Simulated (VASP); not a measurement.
A run of VASP 6.6.1:

File INCAR:

```
PREC = Accurate
ENCUT = 600
EDIFF = 1E-6
ISMEAR = -1
SIGMA = 0.051703999572871064
LREAL = False
LASPH = True
NELM = 200
ALGO = Normal
ISIF = 2
LWAVE = False
LCHARG = True
ISPIN = 2
MAGMOM = 4.42 0.24
LORBIT = 11
LMAXMIX = 4
LDAU = True
LDAUTYPE = 2
LDAUL = 2 -1
LDAUU = 7.9 0
LDAUJ = 0 0
LDAUPRINT = 1
GGA = PE
LELF = True
LVHAR = True
NBANDS = 20
GGA_COMPAT = False
```

Contents of KPOINTS:

```
regular mesh
0
Gamma
  2 2 2
```

File POSCAR:

```
MnO
1.0
    0.0000000000      2.2386359976      2.2386359976
    2.2386359976      0.0000000000      2.2386359976
    2.2386359976      2.2386359976      0.0000000000
Mn O
1 1
Direct
    0.0000000000      0.0000000000      0.0000000000
    0.5000000000      0.5000000000      0.5000000000
```

Potentials or basis: VASP PAW PBE potentials, release 64 (Mn_pv, O).

Run with:

```bash
$ cat potpaw_PBE.64/Mn_pv/POTCAR potpaw_PBE.64/O/POTCAR > POTCAR
$ mpirun -np 1 vasp_std > vasp.out
```

Hardware: 1 thread of Intel(R) Xeon(R) Platinum 8488C (Sapphire Rapids), on a shared host.

Question: Estimate the wall time of this run.

Answer: It took 9.2 s on 1 thread of Intel(R) Xeon(R) Platinum 8488C (Sapphire Rapids) (shared host), peak memory 0.16 GiB. Counts: scf iterations 14, k points 3.
